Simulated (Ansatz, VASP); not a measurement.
**One calculation of MgO2, two programs**

Contents of POSCAR:

```
MgO2
1.0
    1.5245229652      0.8801837444      3.3192799312
   -1.5245229652      0.8801837444      3.3192799312
    0.0000000000     -1.7603674887      3.3192799312
Mg O
1 2
Direct
    0.0000000000      0.0000000000      0.0000000000
    0.4287860000      0.4287860000      0.4287860000
    0.5712140000      0.5712140000      0.5712140000
```

INCAR.step1

```
PREC = Accurate ; ENCUT = 920
ISMEAR = 0 ; SIGMA = 0.05
LREAL = False ; LASPH = True
NELM = 120 ; NBANDS = 18
GGA = PE ; ALGO = Normal
EDIFF = 1E-5 ; LWAVE = True
LCHARG = False ; GGA_COMPAT = False
```

File INCAR.step2:

```
PREC = Accurate ; ENCUT = 920
EDIFF = 1E-6 ; ISMEAR = 0
SIGMA = 0.05 ; LREAL = False
LASPH = True ; NELM = 120
ALGO = Normal ; ISIF = 2
LWAVE = False ; LCHARG = False
METAGGA = R2SCAN ; LMIXTAU = True
NBANDS = 18 ; ISTART = 1
GGA_COMPAT = False
```

The input KPOINTS:

```
Automatic mesh
0
Gamma
  12 12 12
```

Input for Ansatz:

```yaml
crystal:
  lattice:
    - [1.5245229652, 0.8801837444, 3.3192799312]
    - [-1.5245229652, 0.8801837444, 3.3192799312]
    - [0.0, -1.7603674887, 3.3192799312]
  atoms:
    - { symbol: Mg, position: [0.0, 0.0, 0.0] }
    - { symbol: O, position: [0.428786, 0.428786, 0.428786] }
    - { symbol: O, position: [0.571214, 0.571214, 0.571214] }
basis:
  ecutwfc: 500
kpoints:
  mp_grid: { grid: [12, 12, 12] }
hamiltonian:
  xc: r2scan
scf:
  occupations: { method: gaussian, width: 0.05 }
output:
  forces: true
  stress: true
  eigenvalues: true
```

Change from the starting cell: strain -0.050 along x and y, -0.050 along z, atoms carried along.

Alike in both runs: task single point; functional r2SCAN; k mesh 12 × 12 × 12; occupations gaussian, width 0.05 eV; no spin polarisation.

```csv
,VASP,Ansatz
version,VASP 6.6.1,Ansatz 0.2.0
potentials or method,"VASP PAW PBE potentials, release 64 (Mg_sv, O), cutoff 920 eV","scalar-relativistic, plane waves, PAW"
valence electrons in the cell,22,22
```

|  | VASP | Ansatz | Ansatz less VASP |
| --- | --- | --- | --- |
| gap on the k mesh at the Fermi level (eV) | 3.97 | 4.00 | +0.030 |
| least direct gap on the mesh (eV) | 3.97 | 4.00 | +0.030 |
| pressure (GPa) | 22.2 | 21.0 | -1.26 |
| traceless stress, the component that is largest in VASP (GPa) | 11.59 | 9.95 | -1.647 |
| rms of the force components (eV/Å) | 0.421 | 0.302 | -0.1192 |

VASP's potentials were made for PBE, not for r2SCAN. Atom by atom the forces differ by 0.119 eV/Å (rms over components).
